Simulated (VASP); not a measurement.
Here is a VASP 6.6.1 calculation.

INCAR

```
SYSTEM = SnO2
PREC = Accurate
ENCUT = 520
EDIFF = 1E-6
ISMEAR = 0
SIGMA = 0.05
LREAL = .False.
LASPH = .True.
NELM = 60
ALGO = Normal
ISIF = 2
LWAVE = .False.
LCHARG = .True.
GGA = PE
LELF = .True.
LVHAR = .True.
NBANDS = 35
```

The input KPOINTS:

```
regular mesh
0
Gamma
  10 10 10
  0 0 0
```

POSCAR

```
SnO2
1.0
   -2.0262505044      2.0262505044      5.1806864801
    2.0262505044     -2.0262505044      5.1806864801
    2.0262505044      2.0262505044     -5.1806864801
Sn O
2 4
Direct
    0.7500000000      0.2500000000      0.5000000000
    0.0000000000      0.0000000000      0.0000000000
    0.5804481904      0.7975980438     -0.2171498534
    0.9524019562      0.4524019562      0.5000000000
    0.2024019562      0.2024019562      0.0000000000
    0.5475980438      0.0475980438      0.5000000000
```

Potentials or basis: VASP PAW PBE potentials, release 64 (Sn_d, O).

Run with:

```console
$ cat potpaw_PBE.64/Sn_d/POTCAR potpaw_PBE.64/O/POTCAR > POTCAR
$ mpirun -np 1 vasp_std > vasp.out
```

(1) Predict the largest force.

(2) Estimate the pressure.

(3) Estimate the band gap on the k mesh.

Results:

(1) 3.597 eV/Å.

(2) -1.8 GPa.

(3) 0.73 eV (least direct gap 0.95 eV).

Caveat: the cell differs from its parent crystal (atom 3 (O) moved by -0.880 Å along [0 1 0] and +0.000 Å along [0 0 1]); semilocal functionals underestimate gaps, and a narrow one can read as zero; spin-orbit coupling is left out, which moves the levels of the heavy elements; forces of over 1 eV/Å act on the atoms, so gaps and moduli don't describe the material at rest.
